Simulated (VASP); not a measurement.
# SiNi (rocksalt type) (Fm-3m) in VASP: further runs

The runs below take SiNi (rocksalt type) through single point, with PBEsol.

Program: VASP 6.6.1. These are calculated values, not measurements. Logs are shortened: lines on timing, memory, paths and dates and some standing lists are left out, and cuts for length are marked.

### 1 The cell of the first run

It takes space group Fm-3m (No. 225, cubic). The conventional cell has a = 4.348 Å, b = 4.348 Å, c = 4.348 Å, α = 90.00°, β = 90.00°, γ = 90.00°. Ni (site symmetry m-3m) has 6 Si at 2.17 Å within 2.9 Å. Within 2.9 Å of Si (site symmetry m-3m) lie 6 Ni at 2.17 Å.

### 2 Single point, PBEsol (10.27 Å³/atom)

INCAR

```
SYSTEM = SiNi
PREC     = Accurate       ! precision mode
ENCUT    = 520            ! plane-wave cutoff, eV
EDIFF    = 1E-6           ! SCF threshold, eV
ISMEAR   = -1             ! smearing method
SIGMA    = 0.08           ! smearing width, eV
LREAL    = .False.        ! projectors in reciprocal space
LASPH    = .True.         ! aspherical terms in the spheres
NELM     = 60             ! most SCF steps
ALGO     = Normal         ! electronic algorithm
ISIF     = 2              ! what is computed and relaxed
LWAVE    = .False.        ! write WAVECAR
LCHARG   = .False.        ! write CHGCAR
GGA      = PS             ! functional
NBANDS   = 14             ! bands
```

KPOINTS

```
regular mesh
0
Gamma
  14 14 14
  0 0 0
```

POSCAR

```
SiNi
1.0
    0.0000000000      2.1740034577      2.1740034577
    2.1740034577      0.0000000000      2.1740034577
    2.1740034577      2.1740034577      0.0000000000
Ni Si
1 1
Direct
    0.0000000000      0.0000000000      0.0000000000
    0.5000000000      0.5000000000      0.5000000000
```

Potentials or basis: VASP PAW PBE potentials, release 64 (Ni, Si).

Launch:

```bash
cat potpaw_PBE.64/Ni/POTCAR potpaw_PBE.64/Si/POTCAR > POTCAR
mpirun -np 1 vasp_std > vasp.out
```

OUTCAR:

```text
SYSTEM = SiNi
   PREC = Accurate
   ENCUT = 520
   EDIFF = 1E-6
   ISMEAR = -1
   LREAL = .False.
   LASPH = .True.
   NELM = 60
   ISIF = 2
   GGA = PS

 ion  position               nearest neighbor table
   1  0.000  0.000  0.000-   2 2.17   2 2.17   2 2.17   2 2.17   2 2.17   2 2.17
   2  0.500  0.500  0.500-   1 2.17   1 2.17   1 2.17   1 2.17   1 2.17   1 2.17

  LATTYP: Found a face centered cubic cell.
 ALAT       =     4.3480069154

  Lattice vectors:

 A1 = (   0.0000000000,   2.1740034577,   2.1740034577)
 A2 = (   2.1740034577,   0.0000000000,   2.1740034577)
 A3 = (   2.1740034577,   2.1740034577,   0.0000000000)

Analysis of symmetry for initial positions (statically):
=====================================================================
 Subroutine PRICEL returns:
 Original cell was already a primitive cell.

 Routine SETGRP: Setting up the symmetry group for a
 face centered cubic supercell.

 Subroutine GETGRP returns: Found 48 space group operations
 (whereof 48 operations were pure point group operations)
 out of a pool of 48 trial point group operations.

The static configuration has the point symmetry O_h .

Analysis of symmetry for dynamics (positions and initial velocities):
=====================================================================
 Subroutine PRICEL returns:
 Original cell was already a primitive cell.

 Routine SETGRP: Setting up the symmetry group for a
 face centered cubic supercell.

 Subroutine GETGRP returns: Found 48 space group operations
 (whereof 48 operations were pure point group operations)
 out of a pool of 48 trial point group operations.

The dynamic configuration has the point symmetry O_h .

 Subroutine INISYM returns: Found 48 space group operations
 (whereof 48 operations are pure point group operations),
 and found     1 'primitive' translations

----------------------------------------------------------------------------------------

                                     Primitive cell

  volume of cell :      20.5499

  direct lattice vectors                    reciprocal lattice vectors
     0.000000000  2.174003458  2.174003458    -0.229990435  0.229990435  0.229990435
     2.174003458  0.000000000  2.174003458     0.229990435 -0.229990435  0.229990435
     2.174003458  2.174003458  0.000000000     0.229990435  0.229990435 -0.229990435

  length of vectors
     3.074505175  3.074505175  3.074505175     0.398355118  0.398355118  0.398355118

[... 89 lines left out ...]
   TEBEG  =    0.0;   TEEND  =   0.0 temperature during run
   PSTRESS=    0.0 pullay stress
   NELECT =      14.0000    total number of electrons
   NUPDOWN=      -1.0000    fix difference up-down
   EMIN   =  10.00;   EMAX   =-10.00  energy-range for DOS
   EFERMI =   0.00;   METHOD = LEGACY
   ISMEAR =    -1;   SIGMA  =   0.08  broadening in eV -4-tet -1-fermi 0-gaus
   EFERMI_NEDOS =   21; number of points for ismear=-14 and -15
   IALGO  =     38    algorithm
   IMIX   =      4    mixing-type and parameters
     AMIX     =   0.40;   BMIX     =  1.00
     AMIX_MAG =   1.60;   BMIX_MAG =  1.00
  volume/ion in A,a.u.               =      10.27        69.34
  Fermi-wavevector in a.u.,A,eV,Ry     =   1.440502  2.722155 28.232726  2.075047
  Thomas-Fermi vector in A             =   2.559239
   LORBIT       =      0    0 simple, 1 ext, 2 COOP (PROOUT), +10 PAW based schemes
   GGA     = PS    functional components
   LHFCALC =     F    Hartree Fock is set to
   AEXX    =    0.0000 exact exchange contribution
   IVDW    =     0    specifies the selected vdW correction
   LEPSILON=     F    determine dielectric tensor
   LRPA    =     F    only Hartree local field effects (RPA)
 non-spin polarized calculation
  energy-cutoff  :      520.00
  volume of cell :       20.55
 maximum number of plane-waves:       568
   NGX = 11   NGY = 11   NGZ = 11

 number of electron      13.9999989 magnetization

 Free energy of the ion-electron system (eV)
  ---------------------------------------------------
  ext. energy  EPLUGINS =         0.00000000
  ---------------------------------------------------
  free energy    TOTEN  =       -11.21252642 eV

  energy without entropy =      -11.18960843  energy(sigma->0) =      -11.20106742

 E-fermi :  12.8689     XC(G=0): -13.1506

 val. band max:       12.8621239498   @ k =   0.4286   0.4286   0.0000
 cond. band min:      12.8895397812   @ k =   0.5000   0.3571   0.0000
 fundamental gap:      0.0274158313
 Fermi energy:        12.8688725371

 k-point     1 :       0.0000    0.0000    0.0000
  band No.  band energies     occupation
      1      -1.4638      2.00000
      2       9.1086      2.00000
      3       9.1086      2.00000
      4       9.1086      2.00000
      5       9.2000      2.00000
      6       9.2000      2.00000
      7      18.0726      0.00000
      8      18.0726      0.00000
      9      18.0726      0.00000
     10      23.8767      0.00000
     11      23.8767      0.00000
     12      23.8767      0.00000
     13      24.9817      0.00000
     14      29.1364      0.00000
[... 377 lines left out ...]
      1       0.2742      2.00000
      2       8.0726      2.00000
      3       8.3831      2.00000
      4       8.9256      2.00000
      5       9.5396      2.00000
      6       9.7611      2.00000
      7      14.0485      0.00000
      8      16.2626      0.00000
      9      18.6504      0.00000
     10      20.3363      0.00000
     11      21.9298      0.00000
     12      25.3445      0.00000
     13      25.3628      0.00000
     14      29.2224      0.00000

 [... further k-points ...]

------------------------ aborting loop because EDIFF is reached ----------------------------------------

  FORCE on cell =-STRESS in cart. coord.  units (eV):
  Direction    XX          YY          ZZ          XY          YZ          ZX
  --------------------------------------------------------------------------------------
  -------------------------------------------------------------------------------------
  Total        7.3740433      7.3740433      7.3740433      0.0000000      0.0000000      0.0000000
  in kB      574.9175639    574.9175639    574.9175639      0.0000000      0.0000000      0.0000000
  external PRESSURE =     574.9175639 kB  Pullay stress =       0.0000000 kB

 VOLUME and BASIS-vectors are now :
 -----------------------------------------------------------------------------
  energy-cutoff  :      520.00
  volume of cell :       20.55
      direct lattice vectors                 reciprocal lattice vectors
     0.000000000  2.174003458  2.174003458    -0.229990435  0.229990435  0.229990435
     2.174003458  0.000000000  2.174003458     0.229990435 -0.229990435  0.229990435
     2.174003458  2.174003458  0.000000000     0.229990435  0.229990435 -0.229990435

 POSITION                                       TOTAL-FORCE (eV/Angst)
 -----------------------------------------------------------------------------------
      0.00000      0.00000      0.00000        -0.000000      0.000000     -0.000000
      2.17400      2.17400      2.17400         0.000000     -0.000000      0.000000
 -----------------------------------------------------------------------------------
    total drift:                                0.000000     -0.000000     -0.000000

  FREE ENERGIE OF THE ION-ELECTRON SYSTEM (eV)
  ---------------------------------------------------
  free  energy   TOTEN  =       -11.2125264153 eV

  energy  without entropy=      -11.1896084299  energy(sigma->0) =      -11.20106742
```

It took 33 s on 1 thread of Intel Xeon 8259CL, shared host; peak memory 0.16 GiB.

Results:

```yaml
Free_energy: -11.2125 eV
Pressure: 57.5 GPa
Band_gap_on_the_k_mesh: zero (bands 7 and 8 overlap by 6.51 eV)
```

Levels at points of the mesh, in eV from the Fermi level:
```tsv
k point	band 4	band 5	band 6	band 7	band 8	band 9	band 10	band 11
(0.00, 0.00, 0.00)	-3.76	-3.67	-3.67	5.20	5.20	5.20	11.01	11.01
(0.50, 0.00, 0.00)	-4.68	-2.59	-2.59	-1.63	6.60	6.60	7.27	7.27
(0.50, 0.50, 0.00)	-3.15	-2.31	-2.31	-0.93	-0.36	-0.36	5.52	6.59
```

Caveat: the cell stands under pressure; the PAW data sets were made with another functional, which shifts forces and pressure a little. Spin polarisation is off, so any magnetic state and its effect on volume and gap are missing.

### 3 Single point, PBEsol (11.30 Å³/atom)

This run uses another cell than the first one, of 11.30 Å³/atom.

INCAR

```
PREC     = Accurate       # precision mode
ENCUT    = 520            # plane-wave cutoff, eV
EDIFF    = 1E-6           # SCF threshold, eV
ISMEAR   = -1             # smearing method
SIGMA    = 0.08           # smearing width, eV
LREAL    = False          # projectors in reciprocal space
LASPH    = True           # aspherical terms in the spheres
NELM     = 80             # most SCF steps
ALGO     = Normal         # electronic algorithm
ISIF     = 2              # what is computed and relaxed
LWAVE    = False          # write WAVECAR
LCHARG   = True           # write CHGCAR
GGA      = PS             # functional
LELF     = True           # ELF
LVHAR    = True         
NBANDS   = 14             # bands
```

KPOINTS

```
regular mesh
0
Gamma
  14 14 14
```

POSCAR

```
SiNi
1.0
    0.0000000000      2.2441805403      2.2441805403
    2.2441805403      0.0000000000      2.2441805403
    2.2441805403      2.2441805403      0.0000000000
Ni Si
1 1
Direct
    0.0000000000      0.0000000000      0.0000000000
    0.5000000000      0.5000000000      0.5000000000
```

Potentials or basis: VASP PAW PBE potentials, release 64 (Ni, Si).

Launch:

```bash
cat potpaw_PBE.64/Ni/POTCAR potpaw_PBE.64/Si/POTCAR > POTCAR
mpirun -np 1 vasp_std > vasp.out
```

OUTCAR:

```text
PREC = Accurate
   ENCUT = 520
   EDIFF = 1E-6
   ISMEAR = -1
   LREAL = False
   LASPH = True
   NELM = 80
   ISIF = 2
   GGA = PS

 ion  position               nearest neighbor table
   1  0.000  0.000  0.000-   2 2.24   2 2.24   2 2.24   2 2.24   2 2.24   2 2.24
   2  0.500  0.500  0.500-   1 2.24   1 2.24   1 2.24   1 2.24   1 2.24   1 2.24

  LATTYP: Found a face centered cubic cell.
 ALAT       =     4.4883610806

  Lattice vectors:

 A1 = (   0.0000000000,   2.2441805403,   2.2441805403)
 A2 = (   2.2441805403,   0.0000000000,   2.2441805403)
 A3 = (   2.2441805403,   2.2441805403,   0.0000000000)

Analysis of symmetry for initial positions (statically):
=====================================================================
 Subroutine PRICEL returns:
 Original cell was already a primitive cell.

 Routine SETGRP: Setting up the symmetry group for a
 face centered cubic supercell.

 Subroutine GETGRP returns: Found 48 space group operations
 (whereof 48 operations were pure point group operations)
 out of a pool of 48 trial point group operations.

[... 174 lines left out ...]
      5       8.1133      2.00000
      6       8.1133      2.00000
      7      16.0273      0.00000
      8      16.0273      0.00000
      9      16.0273      0.00000
     10      21.9435      0.00000
     11      21.9435      0.00000
     12      21.9435      0.00000
     13      23.3473      0.00000
     14      26.8703      0.00000
[... 377 lines left out ...]
      1      -0.5068      2.00000
      2       7.0545      2.00000
      3       7.4019      2.00000
      4       7.8540      2.00000
      5       8.4200      2.00000
      6       8.6125      2.00000
      7      12.3064      0.00001
      8      14.4350      0.00000
      9      16.5106      0.00000
     10      18.4591      0.00000
     11      20.0456      0.00000
     12      23.2400      0.00000
     13      23.2482      0.00000
     14      26.9235      0.00000

 [... further k-points ...]

------------------------ aborting loop because EDIFF is reached ----------------------------------------

  FORCE on cell =-STRESS in cart. coord.  units (eV):
  Direction    XX          YY          ZZ          XY          YZ          ZX
  --------------------------------------------------------------------------------------
  -------------------------------------------------------------------------------------
  Total        3.7858086      3.7858086      3.7858086      0.0000000      0.0000000     -0.0000000
  in kB      268.3279219    268.3279219    268.3279219      0.0000000      0.0000000     -0.0000000
  external PRESSURE =     268.3279219 kB  Pullay stress =       0.0000000 kB

 VOLUME and BASIS-vectors are now :
 -----------------------------------------------------------------------------
  energy-cutoff  :      520.00
  volume of cell :       22.60
      direct lattice vectors                 reciprocal lattice vectors
     0.000000000  2.244180540  2.244180540    -0.222798474  0.222798474  0.222798474
     2.244180540  0.000000000  2.244180540     0.222798474 -0.222798474  0.222798474
     2.244180540  2.244180540  0.000000000     0.222798474  0.222798474 -0.222798474

 POSITION                                       TOTAL-FORCE (eV/Angst)
 -----------------------------------------------------------------------------------
      0.00000      0.00000      0.00000         0.000000      0.000000      0.000000
      2.24418      2.24418      2.24418        -0.000000     -0.000000      0.000000
 -----------------------------------------------------------------------------------
    total drift:                                0.000000     -0.000000     -0.000000

  FREE ENERGIE OF THE ION-ELECTRON SYSTEM (eV)
  ---------------------------------------------------
  free  energy   TOTEN  =       -11.7388436692 eV

  energy  without entropy=      -11.7146133761  energy(sigma->0) =      -11.72672852
```

OSZICAR:

```text
N       E                     dE             d eps       ncg     rms          rms(c)
DAV:   1     0.491159475074E+02    0.49116E+02   -0.63766E+03  2968   0.116E+03
DAV:   2    -0.111684957077E+02   -0.60284E+02   -0.54782E+02  3206   0.203E+02
DAV:   3    -0.133950229552E+02   -0.22265E+01   -0.21957E+01  3602   0.424E+01
DAV:   4    -0.134200409639E+02   -0.25018E-01   -0.25010E-01  3256   0.419E+00
DAV:   5    -0.134205677748E+02   -0.52681E-03   -0.52680E-03  3640   0.653E-01    0.146E+01
DAV:   6    -0.154224940758E+02   -0.20019E+01   -0.38001E+01  3044   0.111E+02    0.167E+01
DAV:   7    -0.117624720356E+02    0.36600E+01   -0.11825E+01  3296   0.685E+01    0.222E+00
DAV:   8    -0.117545471661E+02    0.79249E-02   -0.34753E-01  3630   0.708E+00    0.159E+00
DAV:   9    -0.117391391471E+02    0.15408E-01   -0.59715E-02  3708   0.390E+00    0.226E-01
DAV:  10    -0.117389018679E+02    0.23728E-03   -0.26628E-03  3888   0.897E-01    0.141E-01
DAV:  11    -0.117388487228E+02    0.53145E-04   -0.35743E-04  4376   0.279E-01    0.263E-02
DAV:  12    -0.117388446557E+02    0.40671E-05   -0.10634E-05  3690   0.384E-02    0.605E-03
DAV:  13    -0.117388436476E+02    0.10081E-05   -0.16088E-06  1936   0.180E-02    0.212E-03
DAV:  14    -0.117388436692E+02   -0.21601E-07   -0.24365E-07  1666   0.436E-03
   1 F= -.11738844E+02 E0= -.11726729E+02  d E =-.242303E-01
```

stdout:

```text
POSCAR found type information on POSCAR NiSi
 POSCAR found :  2 types and       2 ions
 scaLAPACK will be used
 -----------------------------------------------------------------------------
|                                                                             |
|                                                                             |
|     You enforced a specific xc type in the INCAR file but a different       |
|     I HOPE YOU KNOW WHAT YOU ARE DOING!                                     |
|                                                                             |
 -----------------------------------------------------------------------------

 LDA part: xc-table for (Slater+PW92), standard interpolation
 POSCAR, INCAR and KPOINTS ok, starting setup
 FFT: planning ... GRIDC
 FFT: planning ... GRID_SOFT
 FFT: planning ... GRID
 WAVECAR not read
 entering main loop
```

Wall time 35 s (1 thread of Intel Xeon 8259CL, shared host); peak memory 0.16 GiB.

Results:

```yaml
Free_energy: -11.7388 eV
Pressure: 26.8 GPa
Band_gap_on_the_k_mesh: zero (bands 7 and 8 overlap by 5.87 eV)
```

Levels at points of the mesh, in eV from the Fermi level:
| k point | band 5 | band 6 | band 7 | band 8 | band 9 | band 10 |
| --- | --- | --- | --- | --- | --- | --- |
| (0.00, 0.00, 0.00) | -3.18 | -3.18 | 4.74 | 4.74 | 4.74 | 10.65 |
| (0.50, 0.00, 0.00) | -2.24 | -2.24 | -1.45 | 6.49 | 6.49 | 6.63 |
| (0.50, 0.50, 0.00) | -2.00 | -2.00 | -0.84 | -0.28 | -0.28 | 4.79 |

Caveat: the cell stands under pressure; the PAW data sets were made with another functional, which shifts forces and pressure a little. Spin polarisation is off, so any magnetic state and its effect on volume and gap are missing.

### 4 Single point, PBEsol (11.30 Å³/atom)

This run uses another cell than the first one, of 11.30 Å³/atom.

INCAR

```
SYSTEM = SiNi
ALGO     = Normal         ! electronic algorithm
EDIFF    = 1E-7           ! SCF threshold, eV
ENCUT    = 520            ! plane-wave cutoff, eV
GGA      = PS             ! functional
ISIF     = 2              ! what is computed and relaxed
ISMEAR   = -1             ! smearing method
LASPH    = .True.         ! aspherical terms in the spheres
LCHARG   = .True.         ! write CHGCAR
LELF     = .True.         ! ELF
LREAL    = .False.        ! projectors in reciprocal space
LVHAR    = .True.       
LWAVE    = .False.        ! write WAVECAR
NBANDS   = 14             ! bands
NELM     = 100            ! most SCF steps
PREC     = Accurate       ! precision mode
SIGMA    = 0.08           ! smearing width, eV
```

KPOINTS

```
k-points
0
Gamma
  14 14 14
  0 0 0
```

POSCAR is that of step 3.

Launch:

```bash
cat potpaw_PBE.64/Ni/POTCAR potpaw_PBE.64/Si/POTCAR > POTCAR
mpirun -np 1 vasp_std > vasp.out
```

It took 35 s on 1 thread of Intel Xeon 8259CL, shared host; peak memory 0.16 GiB.

Results (log left out):

* Free energy: -11.7388 eV
* Pressure: 26.8 GPa
* Band gap on the k mesh: zero (bands 7 and 8 overlap by 5.87 eV)

Levels at points of the mesh, in eV from the Fermi level:
```
           k point  band 5  band 6  band 7  band 8  band 9  band 10
(0.00, 0.00, 0.00)   -3.18   -3.18    4.74    4.74    4.74    10.65
(0.50, 0.00, 0.00)   -2.24   -2.24   -1.45    6.49    6.49     6.63
(0.50, 0.50, 0.00)   -2.00   -2.00   -0.84   -0.28   -0.28     4.79
```

Caveat: the cell stands under pressure; the PAW data sets were made with another functional, which shifts forces and pressure a little. Spin polarisation is off, so any magnetic state and its effect on volume and gap are missing.
